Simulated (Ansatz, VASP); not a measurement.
## Two plane-wave programs on TiAl

```
CELL_PARAMETERS angstrom
3.06178 0.00000 0.00000
0.00000 3.06178 0.00000
0.00000 0.00000 3.06178
ATOMIC_POSITIONS crystal
Ti 0.00000 0.00000 0.00000
Al 0.50000 0.50000 0.50000
```

Change from the starting cell: strain -0.030 along x and y, -0.030 along z, atoms carried along.

Alike in both runs: task single point; functional PBEsol; k mesh 20 × 20 × 20; occupations gaussian, width 0.15 eV; no spin polarisation.

|  | VASP | Ansatz |
| --- | --- | --- |
| version | VASP 6.6.1 | Ansatz 0.2.0 |
| potentials or method | VASP PAW PBE potentials, release 64 (Ti_sv, Al), cutoff 520 eV | scalar-relativistic, plane waves, PAW |
| valence electrons in the cell | 15 | 15 |

Ansatz gave:

* gap on the k mesh at the Fermi level (eV): none
* pressure (GPa): 13.0

Task: Estimate VASP's values.

Result: gap on the k mesh at the Fermi level (eV): none; pressure (GPa): 12.9.

VASP's potentials were made for PBE, not for PBEsol. A gap of «none» marks a metal or a gap that the smearing closes. With one functional, cell and mesh, what is left measures potentials, basis and numerics.
